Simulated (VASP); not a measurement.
Write the native input for VASP 6.6.1 that does the following.

```
Task                   : single point
Functional             : PBEsol
Potentials or basis    : VASP PAW PBE potentials, release 64 (Ga_d)
Cutoff                 : 520 eV
k mesh                 : 18 × 18 × 16
Occupations            : gaussian, width 0.15 eV
Spin                   : no spin polarisation
Dipole correction      : no
Further INCAR settings : ALGO = Fast; EDIFF = 1e-07; NBANDS = 20
```

The structure of Ga lies in POSCAR:

```
Ga
1.0
    1.4645000000     -4.1056500000      0.0000000000
    1.4645000000      4.1056500000      0.0000000000
    0.0000000000      0.0000000000      3.1700000000
Ga
2
Direct
    0.8670000000      0.1330000000      0.2500000000
    0.1330000000      0.8670000000      0.7500000000
```

This cell differs from its parent crystal: strain +0.0100 x Voigt [1, 1, 0, 0, 0, 0].

These files were run (other wordings do the same):

INCAR

```
PREC = Accurate
ENCUT = 520
EDIFF = 1E-7
ISMEAR = 0
SIGMA = 0.15
LREAL = F
LASPH = T
NELM = 60
ALGO = Fast
ISIF = 2
LWAVE = F
LCHARG = F
GGA = PS
NBANDS = 20
```

KPOINTS

```
regular mesh
0
Gamma
  18 18 16
```

Potentials or basis: VASP PAW PBE potentials, release 64 (Ga_d).

Launch:

```console
$ cat potpaw_PBE.64/Ga_d/POTCAR > POTCAR
$ mpirun -np 1 vasp_std > vasp.out
```

Results of the run:

| Property | Result |
| --- | --- |
| Pressure | -2.7 GPa |
| Largest force | 0.190 eV/Å |
| Band gap on the k mesh | zero (bands 13 and 14 overlap by 9.36 eV) |

Caveat: the cell differs from its parent crystal (strain +0.0100 x Voigt [1, 1, 0, 0, 0, 0]); the PAW data sets were made with another functional, which shifts forces and pressure a little.

Wall time 3.3 min on 1 thread of Intel(R) Xeon(R) 6975P-C (Granite Rapids) (shared host), peak memory 0.56 GiB.
